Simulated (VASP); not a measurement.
A run of VASP 6.6.1 is set up as follows.

The input INCAR:

```
  PREC = Accurate
  ENCUT = 520
  EDIFF = 1E-6
  ISMEAR = 0
  SIGMA = 0.028000000000000004
  LREAL = F
  LASPH = T
  NELM = 100
  ALGO = Normal
  ISIF = 2
  LWAVE = F
  LCHARG = F
  GGA = PE
  NBANDS = 16
```

Contents of KPOINTS:

```
regular mesh
0
Gamma
  7 7 7
```

The input POSCAR:

```
HgTe
1.0
    0.0000000000      3.1800000000      3.1800000000
    3.1800000000      0.0000000000      3.1800000000
    3.1800000000      3.1800000000      0.0000000000
Hg Te
1 1
Direct
    0.0000000000      0.0000000000      0.0000000000
    0.5000000000      0.5000000000      0.5000000000
```

Potentials or basis: VASP PAW PBE potentials, release 64 (Hg, Te).

Run with:

```sh
$ cat potpaw_PBE.64/Hg/POTCAR potpaw_PBE.64/Te/POTCAR > POTCAR
$ mpirun -np 1 vasp_std > vasp.out
```

Task: Predict the pressure.

Result: -3.7 GPa.

Task: Estimate the band gap on the k mesh.

Result: Zero (band 9 reaches 3.25 eV, above the bottom of band 10 at 1.34 eV).

Caveat: spin-orbit coupling is left out, which moves the levels of the heavy elements.
